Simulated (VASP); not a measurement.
# CdSe (F-43m) in VASP: notebook

The runs below take CdSe through single point, with PBE, r2SCAN.

Everything below comes from runs of VASP 6.6.1. Logs are shortened: lines on timing, memory, paths and dates and some standing lists are left out, and cuts for length are marked.

## 1. The cell of the first run

Symmetry: F-43m, No. 216, cubic system. Conventional cell: a = 6.136 Å, b = 6.136 Å, c = 6.136 Å, α = 90.00°, β = 90.00°, γ = 90.00°. Within 3.5 Å of Cd (site symmetry -43m) lie 4 Se at 2.66 Å. Within 3.5 Å of Se (site symmetry -43m) lie 4 Cd at 2.66 Å.

## 2. Single point, PBE

File INCAR:

```
SYSTEM = CdSe
PREC = Accurate
ENCUT = 500
EDIFF = 1E-6
ISMEAR = 0
SIGMA = 0.01
LREAL = .FALSE.
LASPH = .TRUE.
NELM = 120
ALGO = Normal
ISIF = 2
LWAVE = .FALSE.
LCHARG = .FALSE.
GGA = PE
NBANDS = 16
GGA_COMPAT = .FALSE.
```

File KPOINTS:

```
regular mesh
0
G
  8 8 8
  0 0 0
```

File POSCAR:

```
CdSe
1.0
    0.0000000000      3.0678016971      3.0678016971
    3.0678016971      0.0000000000      3.0678016971
    3.0678016971      3.0678016971      0.0000000000
Cd Se
1 1
Direct
    0.0000000000      0.0000000000      0.0000000000
    0.7500000000      0.7500000000      0.7500000000
```

Potentials or basis: VASP PAW PBE potentials, release 64 (Cd, Se).

Started as:

```bash
$ cat potpaw_PBE.64/Cd/POTCAR potpaw_PBE.64/Se/POTCAR > POTCAR
$ mpirun -np 1 vasp_std > vasp.out
```

OUTCAR:

```text
SYSTEM = CdSe
   PREC = Accurate
   ENCUT = 500
   EDIFF = 1E-6
   ISMEAR = 0
   LREAL = .FALSE.
   LASPH = .TRUE.
   NELM = 120
   ISIF = 2
   GGA = PE

 ion  position               nearest neighbor table
   1  0.000  0.000  0.000-   2 2.66   2 2.66   2 2.66   2 2.66
   2  0.750  0.750  0.750-   1 2.66   1 2.66   1 2.66   1 2.66

  LATTYP: Found a face centered cubic cell.
 ALAT       =     6.1356033942

  Lattice vectors:

 A1 = (   0.0000000000,   3.0678016971,   3.0678016971)
 A2 = (   3.0678016971,   0.0000000000,   3.0678016971)
 A3 = (   3.0678016971,   3.0678016971,   0.0000000000)

Analysis of symmetry for initial positions (statically):
=====================================================================
 Subroutine PRICEL returns:
 Original cell was already a primitive cell.

 Routine SETGRP: Setting up the symmetry group for a
 face centered cubic supercell.

 Subroutine GETGRP returns: Found 24 space group operations
 (whereof 24 operations were pure point group operations)
 out of a pool of 48 trial point group operations.

The static configuration has the point symmetry T_d .

Analysis of symmetry for dynamics (positions and initial velocities):
=====================================================================
 Subroutine PRICEL returns:
 Original cell was already a primitive cell.

 Routine SETGRP: Setting up the symmetry group for a
 face centered cubic supercell.

 Subroutine GETGRP returns: Found 24 space group operations
 (whereof 24 operations were pure point group operations)
 out of a pool of 48 trial point group operations.

The dynamic configuration has the point symmetry T_d .

 Subroutine INISYM returns: Found 24 space group operations
 (whereof 24 operations are pure point group operations),
 and found     1 'primitive' translations

----------------------------------------------------------------------------------------

                                     Primitive cell

  volume of cell :      57.7447

  direct lattice vectors                    reciprocal lattice vectors
     0.000000000  3.067801697  3.067801697    -0.162983155  0.162983155  0.162983155
     3.067801697  0.000000000  3.067801697     0.162983155 -0.162983155  0.162983155
     3.067801697  3.067801697  0.000000000     0.162983155  0.162983155 -0.162983155

  length of vectors
     4.338526767  4.338526767  4.338526767     0.282295106  0.282295106  0.282295106

  position of ions in fractional coordinates (direct lattice)
     0.000000000  0.000000000  0.000000000
     0.750000000  0.750000000  0.750000000

  ion indices of the primitive-cell ions
   primitive index   ion index
                 1           1
                 2           2

----------------------------------------------------------------------------------------

 KPOINTS: regular mesh

Automatic generation of k-mesh.
 Grid dimensions read from file:
 generate k-points for:    8    8    8

 Generating k-lattice:

  Cartesian coordinates                     Fractional coordinates (reciprocal lattice)
    -0.020372894  0.020372894  0.020372894     0.125000000  0.000000000  0.000000000
     0.020372894 -0.020372894  0.020372894     0.000000000  0.125000000  0.000000000
     0.020372894  0.020372894 -0.020372894     0.000000000  0.000000000  0.125000000

  Length of vectors
     0.035286888  0.035286888  0.035286888

  Shift w.r.t. Gamma in fractional coordinates (k-lattice)
     0.000000000  0.000000000  0.000000000

 Subroutine IBZKPT returns following result:
 ===========================================

 Found     29 irreducible k-points:

 Following reciprocal coordinates:
            Coordinates               Weight
  0.000000  0.000000  0.000000      1.000000
  0.125000  0.000000  0.000000      8.000000
  0.250000  0.000000  0.000000      8.000000
  0.375000  0.000000  0.000000      8.000000
  0.500000  0.000000  0.000000      4.000000
  0.125000  0.125000  0.000000      6.000000
[... 16 lines left out ...]
  0.500000  0.250000  0.125000     48.000000
 -0.375000  0.250000  0.125000     24.000000
 [... further k-points ...]
   k-points           NKPTS =     29   k-points in BZ     NKDIM =     29   number of bands    NBANDS=     16
   number of dos      NEDOS =    301   number of ions     NIONS =      2
   total plane-waves  NPLWV =  32768
   dimension x,y,z NGX =    32 NGY =   32 NGZ =   32
   dimension x,y,z NGXF=    64 NGYF=   64 NGZF=   64
   ions per type =               1   1
   NGX,Y,Z   is equivalent  to a cutoff of  12.26, 12.26, 12.26 a.u.
   NGXF,Y,Z  is equivalent  to a cutoff of  24.52, 24.52, 24.52 a.u.
 SYSTEM =  CdSe
   PREC   = accura    normal or accurate (medium, high low for compatibility)
   ISTART =      0    job   : 0-new  1-cont  2-samecut
   ICHARG =      2    charge: 1-file 2-atom 10-const
   ISPIN  =      1    spin polarized calculation?
   LNONCOLLINEAR =      F non collinear calculations
   LSORBIT =      F    spin-orbit coupling
   LASPH  =      T    aspherical Exc in radial PAW
   ENCUT  =  500.0 eV  36.75 Ry    6.06 a.u.   7.91  7.91  7.91*2*pi/ulx,y,z
   NELM   =    120;   NELMIN=  2; NELMDL= -5     # of ELM steps
   EDIFF  = 0.1E-05   stopping-criterion for ELM
   LREAL  =      F    real-space projection
   EDIFFG = 0.1E-04   stopping-criterion for IOM
   NSW    =      0    number of steps for IOM
   IBRION =     -1    ionic relax: 0-MD 1-quasi-New 2-CG
   NFREE  =      0    steps in history (QN), initial steepest desc. (CG)
   ISIF   =      2    stress and relaxation
   ISYM   =      2    0-nonsym 1-usesym 2-fastsym
   POTIM  = 0.5000    time-step for ionic-motion
   TEBEG  =    0.0;   TEEND  =   0.0 temperature during run
   PSTRESS=    0.0 pullay stress
   NELECT =      18.0000    total number of electrons
   NUPDOWN=      -1.0000    fix difference up-down
   EMIN   =  10.00;   EMAX   =-10.00  energy-range for DOS
   EFERMI =   0.00;   METHOD = LEGACY
   ISMEAR =     0;   SIGMA  =   0.01  broadening in eV -4-tet -1-fermi 0-gaus
   EFERMI_NEDOS =   21; number of points for ismear=-14 and -15
   IALGO  =     38    algorithm
   IMIX   =      4    mixing-type and parameters
     AMIX     =   0.40;   BMIX     =  1.00
     AMIX_MAG =   1.60;   BMIX_MAG =  1.00
  volume/ion in A,a.u.               =      28.87       194.84
  Fermi-wavevector in a.u.,A,eV,Ry     =   1.110014  2.097622 16.764156  1.232131
  Thomas-Fermi vector in A             =   2.246560
   LORBIT       =      0    0 simple, 1 ext, 2 COOP (PROOUT), +10 PAW based schemes
   GGA     = PE    functional components
   LHFCALC =     F    Hartree Fock is set to
   AEXX    =    0.0000 exact exchange contribution
   IVDW    =     0    specifies the selected vdW correction
   LEPSILON=     F    determine dielectric tensor
   LRPA    =     F    only Hartree local field effects (RPA)
 non-spin polarized calculation
 Gauss-broadening in eV      SIGMA  =   0.01
  energy-cutoff  :      500.00
  volume of cell :       57.74
 maximum number of plane-waves:      1480
   NGX = 15   NGY = 15   NGZ = 15

 number of electron      18.0000008 magnetization

 Free energy of the ion-electron system (eV)
  ---------------------------------------------------
  ext. energy  EPLUGINS =         0.00000000
  ---------------------------------------------------
  free energy    TOTEN  =        -5.48901527 eV

  energy without entropy =       -5.48901527  energy(sigma->0) =       -5.48901527

 E-fermi :   0.8490     XC(G=0):  -8.7674

 val. band max:        0.7373605480   @ k =   0.0000   0.0000   0.0000
 cond. band min:       1.2917877614   @ k =   0.0000   0.0000   0.0000
 fundamental gap:      0.5544272134
 Fermi energy:         0.8490437681

 k-point     1 :       0.0000    0.0000    0.0000
  band No.  band energies     occupation
      1     -11.7127      2.00000
      2      -7.1123      2.00000
      3      -7.1123      2.00000
      4      -7.1123      2.00000
      5      -6.7654      2.00000
      6      -6.7654      2.00000
[... 8 lines left out ...]
     15      11.7775      0.00000
     16      11.7775      0.00000

 k-point     2 :       0.1250    0.0000    0.0000
  band No.  band energies     occupation
      1     -11.6622      2.00000
      2      -7.0963      2.00000
      3      -7.0963      2.00000
      4      -7.0657      2.00000
      5      -6.7662      2.00000
      6      -6.7662      2.00000
[... 8 lines left out ...]
     15      11.0294      0.00000
     16      11.1408      0.00000

 k-point     3 :       0.2500    0.0000    0.0000
  band No.  band energies     occupation
      1     -11.5391      2.00000
      2      -7.0614      2.00000
      3      -7.0614      2.00000
      4      -6.9099      2.00000
      5      -6.7633      2.00000
      6      -6.7633      2.00000
[... 8 lines left out ...]
     15      10.7862      0.00000
     16      10.8295      0.00000

 k-point     4 :       0.3750    0.0000    0.0000
  band No.  band energies     occupation
      1     -11.4146      2.00000
      2      -7.0336      2.00000
      3      -7.0336      2.00000
      4      -6.7515      2.00000
      5      -6.7515      2.00000
      6      -6.6528      2.00000
[... 8 lines left out ...]
     15      11.6424      0.00000
     16      11.6424      0.00000
[... 324 lines left out ...]
 k-point    22 :       0.3750    0.2500    0.1250
  band No.  band energies     occupation
      1     -11.4480      2.00000
      2      -7.0226      2.00000
      3      -7.0046      2.00000
      4      -6.8623      2.00000
      5      -6.7562      2.00000
      6      -6.7206      2.00000
[... 8 lines left out ...]
     15      12.2000      0.00000
     16      13.3502      0.00000

 k-point    23 :       0.5000    0.2500    0.1250
  band No.  band energies     occupation
      1     -11.3492      2.00000
      2      -6.9958      2.00000
      3      -6.9796      2.00000
      4      -6.8060      2.00000
      5      -6.7448      2.00000
      6      -6.5392      2.00000
[... 8 lines left out ...]
     15      12.5271      0.00000
     16      13.2806      0.00000

 k-point    24 :      -0.3750    0.2500    0.1250
  band No.  band energies     occupation
      1     -11.3084      2.00000
      2      -6.9909      2.00000
      3      -6.9683      2.00000
      4      -6.7828      2.00000
      5      -6.7500      2.00000
      6      -6.4088      2.00000
[... 8 lines left out ...]
     15      12.3429      0.00000
     16      13.2820      0.00000

 [... further k-points ...]

------------------------ aborting loop because EDIFF is reached ----------------------------------------

  FORCE on cell =-STRESS in cart. coord.  units (eV):
  Direction    XX          YY          ZZ          XY          YZ          ZX
  --------------------------------------------------------------------------------------
  -------------------------------------------------------------------------------------
  Total        0.6107157      0.6107157      0.6107157     -0.0000000      0.0000000      0.0000000
  in kB       16.9448530     16.9448530     16.9448530     -0.0000000      0.0000000      0.0000000
  external PRESSURE =      16.9448530 kB  Pullay stress =       0.0000000 kB

 VOLUME and BASIS-vectors are now :
 -----------------------------------------------------------------------------
  energy-cutoff  :      500.00
  volume of cell :       57.74
      direct lattice vectors                 reciprocal lattice vectors
     0.000000000  3.067801697  3.067801697    -0.162983155  0.162983155  0.162983155
     3.067801697  0.000000000  3.067801697     0.162983155 -0.162983155  0.162983155
     3.067801697  3.067801697  0.000000000     0.162983155  0.162983155 -0.162983155

 POSITION                                       TOTAL-FORCE (eV/Angst)
 -----------------------------------------------------------------------------------
      0.00000      0.00000      0.00000         0.000000      0.000000      0.000000
      4.60170      4.60170      4.60170        -0.000000     -0.000000     -0.000000
 -----------------------------------------------------------------------------------
    total drift:                               -0.000000     -0.000000     -0.000000

  FREE ENERGIE OF THE ION-ELECTRON SYSTEM (eV)
  ---------------------------------------------------
  free  energy   TOTEN  =        -5.4890152657 eV

  energy  without entropy=       -5.4890152657  energy(sigma->0) =       -5.48901527
```

It took 8.4 s on 1 thread of Intel Xeon 6975P-C (Granite Rapids), shared host; peak memory 0.18 GiB.

What came out:

| Property | Result |
| --- | --- |
| Free energy | -5.4890 eV |
| Pressure | 1.7 GPa |
| Band gap on the k mesh | 0.55 eV |

## 3. Single point, r2SCAN

POSCAR is that of step 2.

File INCAR.step1:

```
SYSTEM = CdSe
PREC = Accurate ; ENCUT = 550
ISMEAR = 0 ; SIGMA = 0.01
LREAL = .False. ; LASPH = .True.
NELM = 120 ; NBANDS = 16
GGA = PE ; ALGO = Normal
EDIFF = 1E-5 ; LWAVE = .True.
LCHARG = .False. ; GGA_COMPAT = .False.
```

File INCAR.step2:

```
SYSTEM = CdSe
PREC = Accurate ; ENCUT = 550
EDIFF = 1E-6 ; ISMEAR = 0
SIGMA = 0.01 ; LREAL = .False.
LASPH = .True. ; NELM = 120
ALGO = Normal ; ISIF = 2
LWAVE = .False. ; LCHARG = .False.
METAGGA = R2SCAN ; LMIXTAU = .True.
NBANDS = 16 ; ISTART = 1
GGA_COMPAT = .False.
```

File KPOINTS:

```
Automatic mesh
0
Gamma
  8 8 8
  0 0 0
```

Potentials or basis: VASP PAW PBE potentials, release 64 (Cd, Se).

Started as:

```bash
$ cat potpaw_PBE.64/Cd/POTCAR potpaw_PBE.64/Se/POTCAR > POTCAR
$ cp INCAR.step1 INCAR
$ mpirun -np 1 vasp_std > vasp.out
$ cp INCAR.step2 INCAR
$ mpirun -np 1 vasp_std > vasp.out
```

It took 54 s on 1 thread of Intel Xeon 6975P-C (Granite Rapids), shared host; peak memory 0.23 GiB.

Results (log left out):

```yaml
Free_energy: -35.9159 eV
Pressure: 0.2 GPa
Band_gap_on_the_k_mesh: 1.03 eV
```

Levels at points of the mesh, in eV from the valence-band top:
```tsv
k point	band 7	band 8	band 9	band 10	band 11	band 12
(0.00, 0.00, 0.00)	0.00	0.00	0.00	1.03	6.47	6.47
(0.50, 0.00, 0.00)	-4.27	-0.72	-0.72	2.83	6.92	6.92
(0.50, 0.50, 0.00)	-3.97	-1.80	-1.80	3.50	4.13	9.56
```

Caveat: the PAW data sets were made with another functional, which shifts forces and pressure a little.
